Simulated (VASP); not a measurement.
# Sc3W (Pm-3n) in VASP: further runs, part 3 of 3

VASP 6.6.1. Earlier steps stand in the parts before.

### Step 5. Relaxation of cell and atoms, PBE

This run uses another cell than the first one, of 19.16 Å³/atom.

The input, INCAR:

```
PREC = Accurate
ENCUT = 500
EDIFF = 1E-7
ISMEAR = 0
SIGMA = 0.1
LREAL = F
LASPH = T
NELM = 120
ALGO = Normal
ISIF = 3
LWAVE = F
LCHARG = F
GGA = PE
IBRION = 2
NSW = 90
EDIFFG = -0.04
GGA_COMPAT = F
NELMIN = 4
```

The input, KPOINTS:

```
regular mesh
0
Gamma
  4 4 4
```

The input, POSCAR:

```
Sc3W
1.0
    5.3514303413      0.0000000000      0.0000000000
    0.0000000000      5.3514303413      0.0000000000
    0.0000000000      0.0000000000      5.3514303413
Sc W
6 2
Direct
    0.0000000000      0.5000000000      0.2500000000
    0.0000000000      0.5000000000      0.7500000000
    0.2500000000      0.0000000000      0.5000000000
    0.7500000000      0.0000000000      0.5000000000
    0.5000000000      0.7500000000      0.0000000000
    0.5000000000      0.2500000000      0.0000000000
    0.0000000000      0.0000000000      0.0000000000
    0.5000000000      0.5000000000      0.5000000000
```

Potentials or basis: VASP PAW PBE potentials, release 64 (Sc_sv, W_sv).

The run is started by

```console
cat potpaw_PBE.64/Sc_sv/POTCAR potpaw_PBE.64/W_sv/POTCAR > POTCAR
mpirun -np 1 vasp_std > vasp.out
```

OUTCAR:

```text
PREC = Accurate
   ENCUT = 500
   EDIFF = 1E-7
   ISMEAR = 0
   LREAL = F
   LASPH = T
   NELM = 120
   ISIF = 3
   GGA = PE
   IBRION = 2
   NSW = 90
   EDIFFG = -0.04
   NELMIN = 4

 ion  position               nearest neighbor table
   1  0.000  0.500  0.250-   2 2.68   2 2.68   8 2.99   7 2.99   7 2.99   8 2.99   4 3.28   5 3.28
                             3 3.28   4 3.28   6 3.28   5 3.28   6 3.28   3 3.28
   2  0.000  0.500  0.750-   1 2.68   1 2.68   8 2.99   7 2.99   7 2.99   8 2.99   4 3.28   5 3.28
                             3 3.28   4 3.28   6 3.28   5 3.28   6 3.28   3 3.28
   3  0.250  0.000  0.500-   4 2.68   4 2.68   8 2.99   7 2.99   8 2.99   7 2.99   1 3.28   2 3.28
                             1 3.28   2 3.28   6 3.28   5 3.28   6 3.28   5 3.28
   4  0.750  0.000  0.500-   3 2.68   3 2.68   8 2.99   7 2.99   8 2.99   7 2.99   1 3.28   2 3.28
                             1 3.28   2 3.28   6 3.28   5 3.28   6 3.28   5 3.28
   5  0.500  0.750  0.000-   6 2.68   6 2.68   8 2.99   8 2.99   7 2.99   7 2.99   1 3.28   1 3.28
                             2 3.28   2 3.28   3 3.28   3 3.28   4 3.28   4 3.28
   6  0.500  0.250  0.000-   5 2.68   5 2.68   8 2.99   8 2.99   7 2.99   7 2.99   1 3.28   1 3.28
                             2 3.28   2 3.28   3 3.28   3 3.28   4 3.28   4 3.28
   7  0.000  0.000  0.000-   1 2.99   2 2.99   3 2.99   4 2.99   5 2.99   6 2.99   3 2.99   4 2.99
                             1 2.99   2 2.99   5 2.99   6 2.99
   8  0.500  0.500  0.500-   1 2.99   2 2.99   3 2.99   4 2.99   5 2.99   6 2.99   5 2.99   6 2.99
[... 181 lines left out ...]
  ---------------------------------------------------
  ext. energy  EPLUGINS =         0.00000000
  ---------------------------------------------------
  free energy    TOTEN  =       -59.69561267 eV

  energy without entropy =      -59.62887996  energy(sigma->0) =      -59.66224631

------------------------ aborting loop because EDIFF is reached ----------------------------------------

  FORCE on cell =-STRESS in cart. coord.  units (eV):
  Direction    XX          YY          ZZ          XY          YZ          ZX
  --------------------------------------------------------------------------------------
  -------------------------------------------------------------------------------------
  Total        8.9951933      8.9951933      8.9951933      0.0000000     -0.0000000     -0.0000000
  in kB       94.0397475     94.0397475     94.0397475      0.0000000     -0.0000000     -0.0000000
  external PRESSURE =      94.0397475 kB  Pullay stress =       0.0000000 kB
[... 71 lines left out ...]
--------------------------------------- Ionic step        3  -------------------------------------------

 number of electron      93.9999996 magnetization

 Free energy of the ion-electron system (eV)
  ---------------------------------------------------
  ext. energy  EPLUGINS =         0.00000000
  ---------------------------------------------------
  free energy    TOTEN  =       -60.11454351 eV

  energy without entropy =      -60.03601536  energy(sigma->0) =      -60.07527943

 E-fermi :   5.3169     XC(G=0): -10.8905

 val. band max:        5.2819999276   @ k =   0.2500   0.2500   0.0000
 cond. band min:       5.3246417367   @ k =   0.2500   0.2500   0.0000
 fundamental gap:      0.0426418091
 Fermi energy:         5.3168897642

 k-point     1 :       0.0000    0.0000    0.0000
  band No.  band energies     occupation
      1     -67.9958      2.00000
      2     -67.9958      2.00000
      3     -43.8752      2.00000
      4     -43.8362      2.00000
      5     -43.8362      2.00000
      6     -43.7151      2.00000
[... 614 lines left out ...]
  FREE ENERGIE OF THE ION-ELECTRON SYSTEM (eV)
  ---------------------------------------------------
  free  energy   TOTEN  =       -60.1145435058 eV

  energy  without entropy=      -60.0360153573  energy(sigma->0) =      -60.07527943

 reached required accuracy - stopping structural energy minimisation
```

OSZICAR:

```text
N       E                     dE             d eps       ncg     rms          rms(c)
DAV:   1     0.190448641438E+04    0.19045E+04   -0.42815E+04  1152   0.185E+03
DAV:   2     0.116792925118E+03   -0.17877E+04   -0.17673E+04  1544   0.837E+02
DAV:   3    -0.482675576782E+02   -0.16506E+03   -0.15811E+03  1840   0.310E+02
[... 38 lines left out ...]
DAV:   8    -0.601145421952E+02    0.43020E-04   -0.27066E-04  1768   0.105E-01    0.105E-02
DAV:   9    -0.601145444182E+02   -0.22230E-05   -0.11103E-05  1840   0.239E-02    0.461E-03
DAV:  10    -0.601145436961E+02    0.72217E-06   -0.88735E-07  1368   0.748E-03    0.112E-03
DAV:  11    -0.601145434667E+02    0.22939E-06   -0.90209E-08   808   0.267E-03    0.475E-04
DAV:  12    -0.601145435058E+02   -0.39092E-07   -0.16868E-08   712   0.159E-03
   3 F= -.60114544E+02 E0= -.60075279E+02  d E =-.418931E+00
```

It took 9.3 min on 1 thread of Intel Xeon 8259CL, shared host; peak memory 0.28 GiB.

What came out:

- Free energy: -60.1145 eV
- Relaxed volume: 21.08 Å³/atom
- Relaxed cell: a = 5.525 Å, b = 5.525 Å, c = 5.525 Å, α = 90.00°, β = 90.00°, γ = 90.00°
- Space group after relaxing (to 0.1 Å): Pm-3n (No. 223)
- Energy gained by relaxing: 52.4 meV/atom
- Ionic steps: 3
- Pressure after relaxing: 0.0 GPa
- Band gap on the k mesh: zero (bands 47 and 48 overlap by 0.41 eV)

Step by step:
```csv
step,energy change (eV),largest force (eV/Å),pressure (GPa),volume (Å³)
1,0.0000,0.0000,9.40,153.25
2,-0.2469,0.0000,-4.77,179.57
3,-0.4189,0.0000,-0.03,168.61
```

Final structure:
```cif
data_structure
_symmetry_space_group_name_H-M 'P 1'
_symmetry_Int_Tables_number 1
_cell_length_a 5.5245
_cell_length_b 5.5245
_cell_length_c 5.5245
_cell_angle_alpha 90.000
_cell_angle_beta 90.000
_cell_angle_gamma 90.000
_cell_volume 168.61
loop_
_atom_site_label
_atom_site_type_symbol
_atom_site_fract_x
_atom_site_fract_y
_atom_site_fract_z
_atom_site_occupancy
Sc1 Sc 0.00000 0.50000 0.25000 1
Sc2 Sc 0.00000 0.50000 0.75000 1
Sc3 Sc 0.25000 0.00000 0.50000 1
Sc4 Sc 0.75000 0.00000 0.50000 1
Sc5 Sc 0.50000 0.75000 0.00000 1
Sc6 Sc 0.50000 0.25000 0.00000 1
W1 W 0.00000 0.00000 0.00000 1
W2 W 0.50000 0.50000 0.50000 1
```

Levels at points of the mesh, in eV from the Fermi level:
| k point | band 42 | band 43 | band 44 | band 45 | band 46 | band 47 | band 48 | band 49 | band 50 | band 51 |
| --- | --- | --- | --- | --- | --- | --- | --- | --- | --- | --- |
| (0.00, 0.00, 0.00) | -0.83 | -0.68 | -0.68 | -0.56 | -0.56 | -0.56 | -0.12 | -0.12 | -0.12 | -0.08 |
| (0.50, 0.00, 0.00) | -1.10 | -0.86 | -0.86 | -0.26 | -0.26 | 0.01 | 0.01 | 0.06 | 0.06 | 0.15 |
| (0.50, 0.50, 0.00) | -1.06 | -0.68 | -0.68 | -0.45 | 0.03 | 0.13 | 0.13 | 0.14 | 0.27 | 0.28 |
| (0.50, 0.50, 0.50) | -1.00 | -1.00 | -1.00 | 0.17 | 0.17 | 0.17 | 0.17 | 0.17 | 0.17 | 0.72 |

Caveat: spin-orbit coupling is left out, which moves the levels of the heavy elements.

### Step 6. Overview

```tsv
task	cell	gap on the mesh (eV)	pressure (GPa)
single point	a = 5.521 Å, 8 atoms	none	0.1
single point	a = 5.523 Å, 8 atoms	none	0.1
single point	a = 5.351 Å, 8 atoms	none	9.4
relaxation of cell and atoms	relaxed from a = 5.351 Å, 8 atoms	none	0.0
```

Alike in all rows: level PBE; potentials or basis VASP PAW PBE potentials, release 64 (Sc_sv, W_sv); no spin polarisation; k mesh 4 × 4 × 4; cutoff (eV) 500; smearing gaussian 0.1 eV.

Caveats: spin-orbit coupling is left out, which moves the levels of the heavy elements; the cell stands under pressure (at least some runs).

Total energies depend on the potentials used, so only differences within one code and one set of settings carry meaning.
